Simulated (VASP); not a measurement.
CuP, 2 atoms in the cell. Symmetry: Fm-3m, No. 225, cubic system. The conventional cell has a = 4.836 Å, b = 4.836 Å, c = 4.836 Å, α = 90.00°, β = 90.00°, γ = 90.00°. Cu (site symmetry m-3m) has 6 P at 2.42 Å within 3.2 Å. P (site symmetry m-3m) has 6 Cu at 2.42 Å within 3.2 Å.  This cell differs from its parent crystal: volume scaled by 1.040.

```yaml
Program: VASP 6.6.1
Task: single point
Functional: PBEsol
Potentials_or_basis: VASP PAW PBE potentials, release 64 (Cu, P)
Cutoff: 520 eV
k_mesh: 12 × 12 × 12
Occupations: gaussian, width 0.05 eV
Spin: no spin polarisation
Dipole_correction: no
Further_INCAR_settings: ALGO = Normal; EDIFF = 1e-07; NBANDS = 15
```

Potentials or basis: VASP PAW PBE potentials, release 64 (Cu, P).

Launch:

```bash
$ cat potpaw_PBE.64/Cu/POTCAR potpaw_PBE.64/P/POTCAR > POTCAR
$ mpirun -np 1 vasp_std > vasp.out
```

Hardware: 1 thread of Intel Xeon 6975P-C (shared host).

Q: Estimate the wall time of this run.

A: Run time: 43 s on 1 thread of Intel Xeon 6975P-C, on a shared host, peak memory 0.17 GiB. Counts: scf iterations 16, k points 72.
